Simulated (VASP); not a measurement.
Wanted: the native input for a VASP 6.6.1 run.

```
Task                   : single point
Functional             : PBEsol
Potentials or basis    : VASP PAW PBE potentials, release 64 (Rh_pv)
Cutoff                 : 520 eV
k mesh                 : 21 × 21 × 12
Occupations            : gaussian, width 0.15 eV
Spin                   : no spin polarisation
Dipole correction      : no
Further INCAR settings : ALGO = Fast; EDIFF = 1e-07; NBANDS = 22
```

The structure of Rh lies in POSCAR:

```
Rh
1.0
    2.5085341260      0.0000000000      0.0000000000
   -1.2542670630      2.1724542794      0.0000000000
    0.0000000000      0.0000000000      4.3771411964
Rh
2
Direct
    0.6666666667      0.3333333333      0.7500000000
    0.3333333333      0.6666666667      0.2500000000
```

This isn't the form of Rh at room conditions, which is fcc.

One way to write it, as run:

INCAR

```
SYSTEM = Rh
PREC = Accurate
ENCUT = 520
EDIFF = 1E-7
ISMEAR = 0
SIGMA = 0.15
LREAL = .False.
LASPH = .True.
NELM = 80
ALGO = Fast
ISIF = 2
LWAVE = .False.
LCHARG = .True.
GGA = PS
LELF = .True.
LVHAR = .True.
NBANDS = 22
```

KPOINTS

```
Automatic mesh
0
Gamma
  21 21 12
  0 0 0
```

Potentials or basis: VASP PAW PBE potentials, release 64 (Rh_pv).

Launch:

```console
$ cat potpaw_PBE.64/Rh_pv/POTCAR > POTCAR
$ mpirun -np 1 vasp_std > vasp.out
```

It gave:

```
Pressure               : 54.0 GPa
Band gap on the k mesh : zero (bands 15 and 16 overlap by 3.28 eV)
```

Caveat: the cell stands under pressure; the PAW data sets were made with another functional, which shifts forces and pressure a little.

Wall time 2.8 min on 1 thread of Intel(R) Xeon(R) Platinum 8124M CPU @ 3.00GHz (Skylake/Cascade Lake), on a shared host, peak memory 0.25 GiB.
